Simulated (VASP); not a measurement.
# GaN (P6mm) in VASP: relaxation of cell and atoms with PBE

Aim: the relaxation of cell and atoms of GaN with PBE.

Everything below comes from runs of VASP 6.6.1. Logs are shortened: lines on timing, memory, paths and dates and some standing lists are left out, and cuts for length are marked.

## (1) The cell of the first run

Symmetry: P6mm, No. 183, hexagonal system. Conventional cell: a = 3.362 Å, b = 3.362 Å, c = 2.962 Å, α = 90.00°, β = 90.00°, γ = 120.00°. Within 1.8 Å of Ga (site symmetry 6mm) lie 2 N at 1.32 to 1.65 Å. Within 1.8 Å of N (site symmetry 6mm) lie 2 Ga at 1.32 to 1.65 Å.

The cell was generated, and may not be a known phase.

## (2) Relaxation of cell and atoms, PBE

INCAR

```
SYSTEM = GaN
PREC = Accurate ; ENCUT = 1330
EDIFF = 1E-7 ; ISMEAR = 0
SIGMA = 0.1 ; LREAL = .FALSE.
LASPH = .TRUE. ; NELM = 120
ALGO = Normal ; ISIF = 3
LWAVE = .FALSE. ; LCHARG = .FALSE.
GGA = PE ; IBRION = 2
NSW = 90 ; EDIFFG = -0.04
GGA_COMPAT = .FALSE. ; NELMIN = 4
```

KPOINTS

```
Automatic mesh
0
G
  6 6 6
  0 0 0
```

POSCAR

```
GaN
1.0
    3.3623210400      0.0000000000      0.0000000000
   -1.6811605200      2.9118554400      0.0000000000
    0.0000000000      0.0000000000      2.9622533800
Ga N
1 1
Direct
    0.0000000000      0.0000000000      0.9726910200
    0.0000000000      0.0000000000      0.4169654700
```

Potentials or basis: VASP PAW PBE potentials, release 64 (Ga_d, N_h).

On the command line:

```
cat potpaw_PBE.64/Ga_d/POTCAR potpaw_PBE.64/N_h/POTCAR > POTCAR
mpirun -np 1 vasp_std > vasp.out
```

OUTCAR:

```text
SYSTEM = GaN
   PREC = Accurate
   ENCUT = 1330
   EDIFF = 1E-7
   ISMEAR = 0
   LREAL = .FALSE.
   LASPH = .TRUE.
   NELM = 120
   ISIF = 3
   GGA = PE
   IBRION = 2
   NSW = 90
   EDIFFG = -0.04
   NELMIN = 4

 ion  position               nearest neighbor table
   1  0.000  0.000  0.973-   2 1.32   2 1.65
   2  0.000  0.000  0.417-   1 1.32   1 1.65

  LATTYP: Found a hexagonal cell.
 ALAT       =     3.3623210400
 C/A-ratio  =     0.8810144376

  Lattice vectors:

 A1 = (   3.3623210400,   0.0000000000,   0.0000000000)
 A2 = (  -1.6811605200,   2.9118554400,   0.0000000000)
 A3 = (   0.0000000000,   0.0000000000,   2.9622533800)

Analysis of symmetry for initial positions (statically):
=====================================================================
 Subroutine PRICEL returns:
 Original cell was already a primitive cell.

 Routine SETGRP: Setting up the symmetry group for a
 hexagonal supercell.

 Subroutine GETGRP returns: Found 12 space group operations
 (whereof 12 operations were pure point group operations)
 out of a pool of 24 trial point group operations.

The static configuration has the point symmetry C_6v.

Analysis of symmetry for dynamics (positions and initial velocities):
=====================================================================
 Subroutine PRICEL returns:
 Original cell was already a primitive cell.

 Routine SETGRP: Setting up the symmetry group for a
 hexagonal supercell.

 Subroutine GETGRP returns: Found 12 space group operations
 (whereof 12 operations were pure point group operations)
 out of a pool of 24 trial point group operations.

The dynamic configuration has the point symmetry C_6v.

 Subroutine INISYM returns: Found 12 space group operations
 (whereof 12 operations are pure point group operations),
 and found     1 'primitive' translations

----------------------------------------------------------------------------------------

                                     Primitive cell

  volume of cell :      29.0022

  direct lattice vectors                    reciprocal lattice vectors
     3.362321040  0.000000000  0.000000000     0.297413599  0.171711821  0.000000000
    -1.681160520  2.911855440  0.000000000     0.000000000  0.343423642  0.000000000
     0.000000000  0.000000000  2.962253380     0.000000000  0.000000000  0.337580845

  length of vectors
     3.362321040  3.362321043  2.962253380     0.343423642  0.343423642  0.337580845

[... 80 lines left out ...]
   EDIFF  = 0.1E-06   stopping-criterion for ELM
   LREAL  =      F    real-space projection
   EDIFFG = -.4E-01   stopping-criterion for IOM
   NSW    =     90    number of steps for IOM
   IBRION =      2    ionic relax: 0-MD 1-quasi-New 2-CG
   NFREE  =      1    steps in history (QN), initial steepest desc. (CG)
   ISIF   =      3    stress and relaxation
   ISYM   =      2    0-nonsym 1-usesym 2-fastsym
   POTIM  = 0.5000    time-step for ionic-motion
   TEBEG  =    0.0;   TEEND  =   0.0 temperature during run
   PSTRESS=    0.0 pullay stress
   NELECT =      18.0000    total number of electrons
   NUPDOWN=      -1.0000    fix difference up-down
   EMIN   =  10.00;   EMAX   =-10.00  energy-range for DOS
   EFERMI =   0.00;   METHOD = LEGACY
   ISMEAR =     0;   SIGMA  =   0.10  broadening in eV -4-tet -1-fermi 0-gaus
   EFERMI_NEDOS =   21; number of points for ismear=-14 and -15
   IALGO  =     38    algorithm
   IMIX   =      4    mixing-type and parameters
     AMIX     =   0.40;   BMIX     =  1.00
     AMIX_MAG =   1.60;   BMIX_MAG =  1.00
  volume/ion in A,a.u.               =      14.50        97.86
  Fermi-wavevector in a.u.,A,eV,Ry     =   1.396439  2.638887 26.531926  1.950042
  Thomas-Fermi vector in A             =   2.519793
   LORBIT       =      0    0 simple, 1 ext, 2 COOP (PROOUT), +10 PAW based schemes
   GGA     = PE    functional components
   LHFCALC =     F    Hartree Fock is set to
   AEXX    =    0.0000 exact exchange contribution
   IVDW    =     0    specifies the selected vdW correction
   LEPSILON=     F    determine dielectric tensor
   LRPA    =     F    only Hartree local field effects (RPA)
 conjugate gradient relaxation of ions
 non-spin polarized calculation
 Gauss-broadening in eV      SIGMA  =   0.10
  energy-cutoff  :     1330.00
  volume of cell :       29.00
 maximum number of plane-waves:      3208
 NGX is ok and might be reduce to    40
   NGX = 19   NGY = 19   NGZ = 17

--------------------------------------- Ionic step        1  -------------------------------------------

 number of electron      18.0000001 magnetization

 Free energy of the ion-electron system (eV)
  ---------------------------------------------------
  ext. energy  EPLUGINS =         0.00000000
  ---------------------------------------------------
  free energy    TOTEN  =        -4.02392712 eV

  energy without entropy =       -4.02392712  energy(sigma->0) =       -4.02392712

------------------------ aborting loop because EDIFF is reached ----------------------------------------

  FORCE on cell =-STRESS in cart. coord.  units (eV):
  Direction    XX          YY          ZZ          XY          YZ          ZX
  --------------------------------------------------------------------------------------
  -------------------------------------------------------------------------------------
  Total        1.9513760      1.9513760     54.9529196      0.0000000      0.0000000      0.0000000
  in kB      107.8003928    107.8003931   3035.7790621      0.0000000      0.0000000      0.0000000
  external PRESSURE =    1083.7932826 kB  Pullay stress =       0.0000000 kB
[... 1259 lines left out ...]
      2     -14.7851      2.00000
      3     -14.7775      2.00000
      4     -14.7304      2.00000
      5     -14.7255      2.00000
      6     -13.4392      2.00000
      7      -6.8935      2.00000
      8      -0.6816      2.00000
      9      -0.2465      1.99988
     10       2.2488      0.00000
     11       4.6674      0.00000
     12       6.5806      0.00000
     13       8.0832      0.00000

 [... further k-points ...]

[... ionic steps 4 to 56 ...]

--------------------------------------- Ionic step       57  -------------------------------------------

 number of electron      17.9999997 magnetization

------------------------ aborting loop because EDIFF is reached ----------------------------------------
[... 67 lines left out ...]
--------------------------------------- Ionic step       59  -------------------------------------------

 number of electron      17.9999996 magnetization

 Free energy of the ion-electron system (eV)
  ---------------------------------------------------
  ext. energy  EPLUGINS =         0.00000000
  ---------------------------------------------------
  free energy    TOTEN  =        -9.41332728 eV

  energy without entropy =       -9.41332606  energy(sigma->0) =       -9.41332667

 E-fermi :  -0.3774     XC(G=0):  -7.0082

 val. band max:       -0.6457148535   @ k =   0.0000   0.0000   0.5000
 cond. band min:      -0.1301939516   @ k =   0.0000   0.0000   0.0000
 fundamental gap:      0.5155209019
 Fermi energy:        -0.3774390313
[... 413 lines left out ...]
  FREE ENERGIE OF THE ION-ELECTRON SYSTEM (eV)
  ---------------------------------------------------
  free  energy   TOTEN  =        -9.4133272798 eV

  energy  without entropy=       -9.4133260567  energy(sigma->0) =       -9.41332667

 reached required accuracy - stopping structural energy minimisation
```

CONTCAR:

```text
GaN
   1.00000000000000
     4.3596549367020812    0.0000000000000000    0.0000000000000000
    -2.1798274683510406    3.7755719329398794   -0.0000000000000000
     0.0000000000000000    0.0000000000000000    3.3815165647468270
  Ga              N
     1     1
Direct
     0.0000000000000000    0.0000000000000000    0.4449086049112630
     0.0000000000000000    0.0000000000000000    0.9447478850887371

  0.00000000E+00  0.00000000E+00  0.00000000E+00
  0.00000000E+00  0.00000000E+00  0.00000000E+00
```

It took 23 min on 1 thread of AMD EPYC 7R13 (Zen 3), shared host; peak memory 0.26 GiB.

Results:

| Quantity | Value |
| --- | --- |
| Free energy | -9.4133 eV |
| Relaxed volume | 27.83 Å³/atom |
| Relaxed cell | a = 4.360 Å, b = 4.360 Å, c = 3.382 Å, α = 90.00°, β = 90.00°, γ = 120.00° |
| Space group after relaxing (to 0.1 Å) | P6/mmm (No. 191) |
| Pressure after relaxing | 0.1 GPa |
| Largest force after relaxing | 0.032 eV/Å |
| Band gap on the k mesh | 0.52 eV (least direct gap 2.09 eV) |

Forces in eV/Å, atoms in the order of the input:
```
Ga   0.000  0.000 -0.032
N    0.000  0.000  0.032
```

Stress tensor (GPa, compression positive):
```
 0.15  0.00  0.00
 0.00  0.15  0.00
 0.00  0.00 -0.08
```

Final structure:
```
CELL_PARAMETERS angstrom
4.35965 0.00000 0.00000
-2.17983 3.77557 0.00000
0.00000 0.00000 3.38152
ATOMIC_POSITIONS crystal
Ga 0.00000 0.00000 0.44491
N 0.00000 0.00000 0.94475
```

Caveat: the volume moved by over 15 % at a fixed basis, so the end points are rough; semilocal functionals underestimate gaps, and a narrow one can read as zero. A k mesh can miss the band edges.
